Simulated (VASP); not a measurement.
# GeBi2O4: single point with PBEsol

The system is GeBi2O4.

```
Ge Bi O
1.0
     4.96648    0.00000    0.00000
     0.00000    4.96648    0.00000
     0.00000    0.00000    5.34142
Ge Bi O
1 2 4
Direct
  0.00000 0.00000 0.00000
  0.50000 0.00000 0.50000
  0.00000 0.50000 0.50000
  0.80100 0.19900 0.79590
  0.19900 0.19900 0.20410
  0.19900 0.80100 0.79590
  0.80100 0.80100 0.20410
```

```
Program                : VASP 6.6.1
Task                   : single point
Functional             : PBEsol
Potentials or basis    : VASP PAW PBE potentials, release 64 (Ge_d, Bi_d, O)
Cutoff                 : 520 eV
k mesh                 : 4 × 4 × 4
Occupations            : fermi-dirac, width 0.03 eV
Spin                   : no spin polarisation
Dipole correction      : no
Further INCAR settings : ALGO = Normal; EDIFF = 1e-06; NBANDS = 43
```

```json
{"Pressure": "0.0 GPa", "Band gap on the k mesh": "zero (bands 34 and 35 overlap by 0.59 eV)"}
```

Levels at points of the mesh, in eV from the Fermi level:
```
           k point  band 30  band 31  band 32  band 33  band 34  band 35  band 36  band 37  band 38  band 39
(0.00, 0.00, 0.00)    -4.03    -3.06    -3.06    -2.69    -0.44    -0.44     0.66     3.77     3.86     3.86
(0.50, 0.00, 0.00)    -3.50    -3.00    -2.92    -2.30    -0.09     0.55     1.45     1.73     2.89     3.16
(0.50, 0.50, 0.00)    -3.14    -3.14    -2.35    -2.35    -1.20     0.23     2.48     2.48     3.95     4.40
(0.00, 0.00, 0.50)    -3.09    -3.09    -2.67    -1.94    -0.57     0.10     0.10     3.55     3.55     4.54
(0.50, 0.00, 0.50)    -3.65    -3.36    -2.83    -2.25     0.14     0.40     1.65     1.68     2.34     2.70
(0.50, 0.50, 0.50)    -3.90    -3.62    -2.93    -2.93    -2.37     1.06     2.76     2.76     3.82     4.19
```

It took 3.3 min on 1 thread of Intel Xeon 8259CL, on a shared host, peak memory 0.29 GiB.

Caveat: the PAW data sets were made with another functional, which shifts forces and pressure a little; spin-orbit coupling is left out, which moves the levels of the heavy elements.
